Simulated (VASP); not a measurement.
# HPbNO4 (P1) in VASP: settings compared

The runs below take HPbNO4 through single point, with LDA, PBE.

Everything below comes from runs of VASP 6.6.1. Logs are shortened: lines on timing, memory, paths and dates and some standing lists are left out, and cuts for length are marked.

## (1) The cell of the first run

The typed cell holds 7 atoms: a = 3.857 Å, b = 4.338 Å, c = 5.984 Å, α = 81.87°, β = 83.26°, γ = 87.68°.

## (2) Single point, LDA

The input, INCAR:

```
SYSTEM = HPbNO4
ALGO     = Normal         ! electronic algorithm
EDIFF    = 1E-6           ! SCF threshold, eV
ENCUT    = 520            ! plane-wave cutoff, eV
GGA      = CA             ! functional
ISIF     = 2              ! what is computed and relaxed
ISMEAR   = -1             ! smearing method
LASPH    = .TRUE.         ! aspherical terms in the spheres
LCHARG   = .FALSE.        ! write CHGCAR
LREAL    = .FALSE.        ! projectors in reciprocal space
LWAVE    = .FALSE.        ! write WAVECAR
NBANDS   = 31             ! bands
NELM     = 100            ! most SCF steps
PREC     = Accurate       ! precision mode
SIGMA    = 0.05           ! smearing width, eV
```

The input, KPOINTS:

```
k-points
0
G
  5 4 4
  0 0 0
```

The input, POSCAR:

```
HPbNO4
1.0
    3.8570700000      0.0017800000     -0.0365800000
    0.1735300000      4.3343600000     -0.0164700000
    0.7580300000      0.8387300000      5.8766200000
H Pb N O
1 1 1 4
Direct
    0.6151100000      0.8955900000      0.1984400000
    0.6459700000      0.4465100000      0.9168500000
    0.7147400000      0.2381000000      0.5005800000
    0.1695800000      0.4700700000      0.7776800000
    0.6291900000      0.9704500000      0.4984500000
    0.5642400000      0.9258300000      0.0384900000
    0.7802200000      0.4225000000      0.3195100000
```

Potentials or basis: VASP PAW LDA potentials, release 64 (H, Pb_d, N, O).

Run with:

```bash
cat potpaw_LDA.64/H/POTCAR potpaw_LDA.64/Pb_d/POTCAR potpaw_LDA.64/N/POTCAR potpaw_LDA.64/O/POTCAR > POTCAR
mpirun -np 1 vasp_std > vasp.out
```

OUTCAR:

```text
SYSTEM = HPbNO4
   EDIFF = 1E-6
   ENCUT = 520
   GGA = CA
   ISIF = 2
   ISMEAR = -1
   LASPH = .TRUE.
   LREAL = .FALSE.
   NELM = 100
   PREC = Accurate

 ion  position               nearest neighbor table
   1  0.615  0.896  0.198-   6 0.99
   2  0.646  0.447  0.917-   4 2.09   4 2.10   6 2.30   6 2.30   7 2.51   3 2.75
   3  0.715  0.238  0.501-   5 1.22   7 1.26   2 2.75
   4  0.170  0.470  0.778-   2 2.09   2 2.10
   5  0.629  0.970  0.498-   3 1.22
   6  0.564  0.926  0.038-   1 0.99   2 2.30   2 2.30
   7  0.780  0.422  0.320-   3 1.26   2 2.51

  LATTYP: Found a triclinic cell.
 ALAT       =     9.0022731292
 B/A-ratio  =     1.1034313029
 C/A-ratio  =     0.8320978899
 COS(alpha) =     0.0134657135
 COS(beta)  =     0.5861289562
 COS(gamma) =     0.8046043717

  Lattice vectors:

 A1 = (  -7.8876700000,  -4.3379200000,   0.0896300000)
 A2 = (  -7.1296400000,  -3.4991900000,   5.9662500000)
 A3 = (  -4.6151000000,  -0.8405100000,  -5.8400400000)

Analysis of symmetry for initial positions (statically):
=====================================================================
 Subroutine PRICEL returns:
 Original cell was already a primitive cell.

 Routine SETGRP: Setting up the symmetry group for a
 triclinic supercell.

 Subroutine GETGRP returns: Found  1 space group operations
 (whereof  1 operations were pure point group operations)
 out of a pool of  2 trial point group operations.

The static configuration has the point symmetry C_1 .

Analysis of symmetry for dynamics (positions and initial velocities):
=====================================================================
 Subroutine PRICEL returns:
 Original cell was already a primitive cell.

 Routine SETGRP: Setting up the symmetry group for a
 triclinic supercell.

 Subroutine GETGRP returns: Found  1 space group operations
 (whereof  1 operations were pure point group operations)
 out of a pool of  2 trial point group operations.

The dynamic configuration has the point symmetry C_1 .

 Subroutine INISYM returns: Found  1 space group operations
 (whereof  1 operations are pure point group operations),
 and found     1 'primitive' translations

----------------------------------------------------------------------------------------

                                     Primitive cell

  volume of cell :      98.4112
[... 101 lines left out ...]
   EDIFFG = 0.1E-04   stopping-criterion for IOM
   NSW    =      0    number of steps for IOM
   IBRION =     -1    ionic relax: 0-MD 1-quasi-New 2-CG
   NFREE  =      0    steps in history (QN), initial steepest desc. (CG)
   ISIF   =      2    stress and relaxation
   ISYM   =      2    0-nonsym 1-usesym 2-fastsym
   POTIM  = 0.5000    time-step for ionic-motion
   TEBEG  =    0.0;   TEEND  =   0.0 temperature during run
   PSTRESS=    0.0 pullay stress
   NELECT =      44.0000    total number of electrons
   NUPDOWN=      -1.0000    fix difference up-down
   EMIN   =  10.00;   EMAX   =-10.00  energy-range for DOS
   EFERMI =   0.00;   METHOD = LEGACY
   ISMEAR =    -1;   SIGMA  =   0.05  broadening in eV -4-tet -1-fermi 0-gaus
   EFERMI_NEDOS =   21; number of points for ismear=-14 and -15
   IALGO  =     38    algorithm
   IMIX   =      4    mixing-type and parameters
     AMIX     =   0.40;   BMIX     =  1.00
     AMIX_MAG =   1.60;   BMIX_MAG =  1.00
  volume/ion in A,a.u.               =      14.06        94.87
  Fermi-wavevector in a.u.,A,eV,Ry     =   1.251827  2.365609 21.321279  1.567070
  Thomas-Fermi vector in A             =   2.385756
   LORBIT       =      0    0 simple, 1 ext, 2 COOP (PROOUT), +10 PAW based schemes
   GGA     = CA    functional components
   LHFCALC =     F    Hartree Fock is set to
   AEXX    =    0.0000 exact exchange contribution
   IVDW    =     0    specifies the selected vdW correction
   LEPSILON=     F    determine dielectric tensor
   LRPA    =     F    only Hartree local field effects (RPA)
 non-spin polarized calculation
  energy-cutoff  :      520.00
  volume of cell :       98.41
 maximum number of plane-waves:      2666
 NGX is ok and might be reduce to    30
   NGX = 15   NGY = 17   NGZ = 23

 number of electron      43.9999992 magnetization

 Free energy of the ion-electron system (eV)
  ---------------------------------------------------
  ext. energy  EPLUGINS =         0.00000000
  ---------------------------------------------------
  free energy    TOTEN  =       -42.91318752 eV

  energy without entropy =      -42.91128744  energy(sigma->0) =      -42.91223748

 E-fermi :   0.6542     XC(G=0):  -9.4017

 val. band max:        0.4507332473   @ k =   0.4000   0.2500  -0.0000
 cond. band min:       0.7302438153   @ k =   0.0000   0.0000   0.5000
 fundamental gap:      0.2795105679
 Fermi energy:         0.6541553484

 k-point     1 :       0.0000    0.0000    0.0000
  band No.  band energies     occupation
      1     -24.1974      2.00000
      2     -19.8270      2.00000
      3     -17.7202      2.00000
      4     -17.3023      2.00000
      5     -15.2915      2.00000
      6     -15.1749      2.00000
[... 805 lines left out ...]
     30      11.1881      0.00000
     31      11.4564      0.00000

 [... further k-points ...]

------------------------ aborting loop because EDIFF is reached ----------------------------------------

  FORCE on cell =-STRESS in cart. coord.  units (eV):
  Direction    XX          YY          ZZ          XY          YZ          ZX
  --------------------------------------------------------------------------------------
  -------------------------------------------------------------------------------------
  Total       -3.0053977     -3.8342803     -3.2436280     -0.1416867     -0.0175940     -0.0646353
  in kB      -48.9291748    -62.4237410    -52.8076669     -2.3067215     -0.2864373     -1.0522902
  external PRESSURE =     -54.7201942 kB  Pullay stress =       0.0000000 kB

 VOLUME and BASIS-vectors are now :
 -----------------------------------------------------------------------------
  energy-cutoff  :      520.00
  volume of cell :       98.41
      direct lattice vectors                 reciprocal lattice vectors
     3.857070000  0.001780000 -0.036580000     0.258966393 -0.010489196 -0.031907234
     0.173530000  4.334360000 -0.016470000    -0.000418053  0.230606447 -0.032858965
     0.758030000  0.838730000  5.876620000     0.001610808  0.000581013  0.169875140

 POSITION                                       TOTAL-FORCE (eV/Angst)
 -----------------------------------------------------------------------------------
      2.67836      4.04934      1.12891         0.171840     -0.010288      0.515740
      3.26403      2.70547      5.35700        -0.010311     -0.013960     -0.123089
      3.17757      1.45313      2.91165        -0.066895      0.036488     -0.265761
      1.32516      2.69002      4.55618         0.022928     -0.034569      0.251923
      2.97307      4.62546      2.89020         0.072186      0.130645     -0.016826
      2.36615      4.04617      0.19030        -0.028247     -0.019132     -0.549857
      3.32488      2.10064      1.84214        -0.161501     -0.089184      0.187870
 -----------------------------------------------------------------------------------
    total drift:                                0.000577      0.000578     -0.002467

  FREE ENERGIE OF THE ION-ELECTRON SYSTEM (eV)
  ---------------------------------------------------
  free  energy   TOTEN  =       -42.9131875196 eV

  energy  without entropy=      -42.9112874367  energy(sigma->0) =      -42.91223748
```

OSZICAR:

```text
N       E                     dE             d eps       ncg     rms          rms(c)
DAV:   1     0.458829172411E+03    0.45883E+03   -0.22226E+04  2604   0.149E+03
DAV:   2     0.853782029584E+01   -0.45029E+03   -0.42113E+03  2878   0.409E+02
DAV:   3    -0.456300423381E+02   -0.54168E+02   -0.53013E+02  3436   0.152E+02
DAV:   4    -0.473497613735E+02   -0.17197E+01   -0.17139E+01  3110   0.297E+01
DAV:   5    -0.474140746353E+02   -0.64313E-01   -0.64282E-01  3484   0.574E+00    0.134E+01
DAV:   6    -0.433592640518E+02    0.40548E+01   -0.16294E+01  4179   0.379E+01    0.663E+00
DAV:   7    -0.430762975172E+02    0.28297E+00   -0.36381E+00  3429   0.114E+01    0.353E+00
DAV:   8    -0.429662164725E+02    0.11008E+00   -0.86662E-01  3812   0.553E+00    0.221E+00
DAV:   9    -0.429140458441E+02    0.52171E-01   -0.14737E-01  3584   0.273E+00    0.513E-01
DAV:  10    -0.429132860469E+02    0.75980E-03   -0.20006E-02  3539   0.934E-01    0.169E-01
DAV:  11    -0.429131428953E+02    0.14315E-03   -0.16457E-03  3797   0.255E-01    0.939E-02
DAV:  12    -0.429131811780E+02   -0.38283E-04   -0.51035E-04  3136   0.145E-01    0.284E-02
DAV:  13    -0.429131837093E+02   -0.25314E-05   -0.82549E-05  3171   0.598E-02    0.135E-02
DAV:  14    -0.429131861301E+02   -0.24208E-05   -0.15948E-05  3208   0.261E-02    0.724E-03
DAV:  15    -0.429131874444E+02   -0.13143E-05   -0.27895E-06  2985   0.117E-02    0.250E-03
DAV:  16    -0.429131875196E+02   -0.75242E-07   -0.51510E-07  2016   0.480E-03
   1 F= -.42913188E+02 E0= -.42912237E+02  d E =-.190008E-02
```

It took 62 s on 1 thread of Intel Xeon 6975P-C (Granite Rapids), shared host; peak memory 0.25 GiB.

Results:

```
Free energy            : -42.9132 eV
Pressure               : -5.5 GPa
Largest force          : 0.551 eV/Å
Band gap on the k mesh : 0.28 eV (least direct gap 0.48 eV)
```

Forces in eV/Å, atoms in the order of the input:
```
H    0.172 -0.010  0.516
Pb  -0.010 -0.014 -0.123
N   -0.067  0.036 -0.266
O    0.023 -0.035  0.252
O    0.072  0.131 -0.017
O   -0.028 -0.019 -0.550
O   -0.162 -0.089  0.188
```

Stress tensor (GPa, compression positive):
```
-4.89 -0.23 -0.11
-0.23 -6.24 -0.03
-0.11 -0.03 -5.28
```

Caveat: the standard files for N, O and F lose accuracy on very short bonds; the cell stands under tension; spin-orbit coupling is left out, which moves the levels of the heavy elements; an odd mesh through Γ misses points on the zone boundary, where band edges can lie.

## (3) Single point, PBE (atoms moved at random)

The input, INCAR:

```
SYSTEM = HPbNO4
PREC = Accurate ; ENCUT = 520
EDIFF = 1E-6 ; ISMEAR = -1
SIGMA = 0.05 ; LREAL = .False.
LASPH = .True. ; NELM = 100
ALGO = Normal ; ISIF = 2
LWAVE = .False. ; LCHARG = .False.
GGA = PE ; NBANDS = 31
```

The input, KPOINTS:

```
regular mesh
0
Gamma
  7 6 5
  0 0 0
```

The input, POSCAR:

```
HPbNO4
1.0
    3.8570700000      0.0017800000     -0.0365800000
    0.1735300000      4.3343600000     -0.0164700000
    0.7580300000      0.8387300000      5.8766200000
H Pb N O
1 1 1 4
Direct
    0.5992870000      0.8857850000      0.2032330000
    0.6405460000      0.4366360000      0.9205400000
    0.7265990000      0.2430790000      0.5009990000
    0.1740020000      0.4635360000      0.7744090000
    0.6162670000      0.9580170000      0.4979380000
    0.5674260000      0.9355770000      0.0380720000
    0.7668490000      0.4191260000      0.3171020000
```

Potentials or basis: VASP PAW PBE potentials, release 64 (H, Pb_d, N, O).

Run with:

```bash
cat potpaw_PBE.64/H/POTCAR potpaw_PBE.64/Pb_d/POTCAR potpaw_PBE.64/N/POTCAR potpaw_PBE.64/O/POTCAR > POTCAR
mpirun -np 1 vasp_std > vasp.out
```

Wall time 2.9 min (1 thread of Intel Xeon 6975P-C (Granite Rapids), shared host); peak memory 0.41 GiB.

Results (log left out):

```
Free energy            : -38.3731 eV
Pressure               : -2.6 GPa
Largest force          : 4.113 eV/Å
Band gap on the k mesh : 0.46 eV (least direct gap 0.63 eV)
```

Forces in eV/Å, atoms in the order of the input:
```
H    0.003  0.420 -0.191
Pb   0.500  0.514 -0.479
N   -1.735 -3.720 -0.260
O   -0.549  0.073  0.267
O    1.391  3.092  0.312
O    0.001 -0.932  0.391
O    0.389  0.554 -0.041
```

Stress tensor (GPa, compression positive):
```
-2.06 -2.01  0.52
-2.01 -5.76 -0.56
 0.52 -0.56 -0.11
```

Levels at points of the mesh, in eV from the valence-band top:
| k point | band 18 | band 19 | band 20 | band 21 | band 22 | band 23 | band 24 | band 25 | band 26 | band 27 |
| --- | --- | --- | --- | --- | --- | --- | --- | --- | --- | --- |
| (0.00, 0.00, 0.00) | -1.75 | -1.14 | -0.97 | -0.79 | -0.45 | 1.22 | 2.72 | 5.39 | 7.25 | 9.02 |
| (0.00, 0.50, 0.00) | -1.67 | -1.09 | -1.01 | -0.59 | -0.36 | 1.61 | 2.75 | 5.79 | 6.38 | 8.99 |

Caveat: the cell differs from its parent crystal (atoms moved at random); the standard files for N, O and F lose accuracy on very short bonds; spin-orbit coupling is left out, which moves the levels of the heavy elements; an odd mesh through Γ misses points on the zone boundary, where band edges can lie; forces of over 1 eV/Å act on the atoms, so gaps and moduli don't describe the material at rest.
